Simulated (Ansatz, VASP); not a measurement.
## One calculation of CdS, two programs

```
CELL_PARAMETERS angstrom
4.21750 0.00000 0.00000
-2.10875 3.65246 0.00000
0.00000 0.00000 6.74900
ATOMIC_POSITIONS crystal
Cd 0.33333 0.66667 0.00000
Cd 0.66667 0.33333 0.50000
S 0.33333 0.66667 0.38500
S 0.66667 0.33333 0.88500
```

Change from the starting cell: equal xx and yy strain of +2 %.

Alike in both runs: task single point; functional LDA; k mesh 8 × 8 × 4; occupations fermi-dirac, width 0.02 eV; no spin polarisation.

```csv
,VASP,Ansatz
version,VASP 6.6.1,Ansatz 0.2.0
potentials or method,"VASP PAW LDA potentials, release 64 (Cd, S), cutoff 520 eV","all-electron LAPW, scalar-relativistic"
```

Ansatz gave:

| Quantity | Value |
| --- | --- |
| gap on the k mesh at the Fermi level (eV) | 0.84 |
| pressure (GPa) | -4.8 |
| traceless stress, the component that is largest in VASP (GPa) | 0.12 |
| rms of the force components (eV/Å) | 0.072 |

**Question.** Which values does VASP return?

**Answer.** gap on the k mesh at the Fermi level (eV): 0.87; pressure (GPa): -4.4; traceless stress, the component that is largest in VASP (GPa): 0.09; rms of the force components (eV/Å): 0.073.

LDA's correlation is that of Perdew and Zunger in VASP and of Perdew and Wang (1992) in Ansatz. Atom by atom the forces differ by 0.002 eV/Å (rms over components). Ansatz ran all-electron here, and VASP with PAW potentials.
